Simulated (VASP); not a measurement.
A run of VASP 6.6.1 is set up as follows.

Contents of POSCAR:

```
Ag
1.0
    0.0000000000      1.9664880971      1.9664880971
    1.9664880971      0.0000000000      1.9664880971
    1.9664880971      1.9664880971      0.0000000000
Ag
1
Direct
    0.0000000000      0.0000000000      0.0000000000
```

Contents of INCAR.step1:

```
PREC = Accurate
ENCUT = 520
ISMEAR = 0
SIGMA = 0.1
LREAL = False
LASPH = True
NELM = 100
NBANDS = 12
GGA = PE
ALGO = Normal
EDIFF = 1E-4
LWAVE = True
LCHARG = False
```

INCAR.step2

```
PREC = Accurate
ENCUT = 520
EDIFF = 1E-7
ISMEAR = 0
SIGMA = 0.1
LREAL = False
LASPH = True
NELM = 100
ALGO = Normal
ISIF = 2
LWAVE = False
LCHARG = True
METAGGA = R2SCAN
LMIXTAU = True
LELF = True
LVHAR = True
NBANDS = 12
ISTART = 1
```

File KPOINTS:

```
Automatic mesh
0
Gamma
  18 18 18
```

Potentials or basis: VASP PAW PBE potentials, release 64 (Ag).

The run is started by

```sh
$ cat potpaw_PBE.64/Ag/POTCAR > POTCAR
$ cp INCAR.step1 INCAR
$ mpirun -np 1 vasp_std > vasp.out
$ cp INCAR.step2 INCAR
$ mpirun -np 1 vasp_std > vasp.out
```

Task: Estimate the pressure.

Result: 19.6 GPa.

Caveat: the PAW data sets were made with another functional, which shifts forces and pressure a little.
